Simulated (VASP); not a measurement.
Here is a VASP 6.6.1 calculation.

Contents of INCAR:

```
SYSTEM = CeBr2
  PREC = Accurate
  ENCUT = 520
  EDIFF = 1E-7
  ISMEAR = 0
  SIGMA = 0.05
  LREAL = .False.
  LASPH = .True.
  NELM = 150
  ALGO = Normal
  ISIF = 2
  LWAVE = .False.
  LCHARG = .True.
  ISPIN = 2
  MAGMOM = 1.65 0 0
  LORBIT = 11
  LMAXMIX = 6
  GGA = PS
  LELF = .True.
  LVHAR = .True.
  NBANDS = 24
```

KPOINTS

```
Automatic mesh
0
Gamma
  8 8 8
  0 0 0
```

Contents of POSCAR:

```
CeBr2
1.0
    0.0000000000      3.5706311127      3.5706311127
    3.5706311127      0.0000000000      3.5706311127
    3.5706311127      3.5706311127      0.0000000000
Ce Br
1 2
Direct
    0.0000000000      0.0000000000      0.0000000000
    0.2500000000      0.2500000000      0.2500000000
    0.7500000000      0.7500000000      0.7500000000
```

Potentials or basis: VASP PAW PBE potentials, release 64 (Ce, Br).

Run with:

```console
$ cat potpaw_PBE.64/Ce/POTCAR potpaw_PBE.64/Br/POTCAR > POTCAR
$ mpirun -np 1 vasp_std > vasp.out
```

Estimate the pressure.

-0.4 GPa.

What does it give for the band gap on the k mesh?

Zero (filled and empty bands overlap).

Caveat: the magnetic or orbital state may not be the lowest; the PAW data sets were made with another functional, which shifts forces and pressure a little; spin-orbit coupling is left out, which moves the levels of the heavy elements; semilocal functionals describe open f shells poorly, which spoils levels, moments and volumes. The state reached can hang on the start; a lower one may exist.
